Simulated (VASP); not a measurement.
**Li (a cell with a defect): single point with PBE+D3(BJ)**

Crystal: Li (a cell with a defect).

```
Li
1.0
     6.98000    0.00000    0.00000
     0.00000    6.98000    0.00000
     0.00000    0.00000    6.98000
Li
17
Direct
  0.99678 0.00698 0.00181
  0.50783 0.02343 0.00564
  0.99483 0.52677 0.99035
  0.08212 0.03504 0.45518
  0.22608 0.28210 0.23424
  0.49507 0.44625 0.05660
  0.49565 0.02635 0.48787
  0.77701 0.25251 0.27084
  0.00578 0.52420 0.50601
  0.26870 0.75150 0.23006
  0.25303 0.26826 0.75819
  0.49665 0.50665 0.49385
  0.75376 0.76004 0.25129
  0.76226 0.26734 0.74495
  0.25616 0.76609 0.75482
  0.64206 0.67217 0.83639
  0.83879 0.87828 0.64678
```

```json
{"Program": "VASP 6.6.1", "Task": "single point", "Functional": "PBE", "Dispersion": "D3(BJ)", "Potentials or basis": "VASP PAW PBE potentials, release 64 (Li_sv)", "Cutoff": "520 eV", "k mesh": "3 × 3 × 3", "Occupations": "gaussian, width 0.15 eV", "Spin": "no spin polarisation"}
```

```yaml
Largest_force: 0.025 eV/Å
Dispersion_energy_per_atom: -0.172 eV
```

Forces on the atoms (eV/Å):
```
Li   0.005  0.006  0.004
Li   0.000 -0.009 -0.006
Li  -0.001  0.000 -0.005
Li   0.008  0.008 -0.003
Li  -0.006  0.012  0.003
Li   0.018 -0.015  0.002
Li   0.012 -0.007  0.000
Li   0.001 -0.001  0.003
Li  -0.006 -0.002 -0.005
Li   0.000 -0.001 -0.006
Li  -0.005  0.004 -0.001
Li   0.003 -0.002  0.001
Li   0.000  0.005  0.009
Li   0.000  0.004 -0.005
Li  -0.010 -0.004  0.007
Li  -0.006  0.019 -0.009
Li  -0.011 -0.018  0.014
```

Levels at points of the mesh, in eV from the Fermi level:
```csv
k point,band 22,band 23,band 24,band 25,band 26,band 27,band 28,band 29
"(0.00, 0.00, 0.00)",-1.16,-1.15,-1.14,0.02,0.04,0.36,0.38,0.40
```

Run time: 7.4 min on 1 thread of Intel Xeon 6975P-C, with other jobs on the host, peak memory 0.4 GiB.
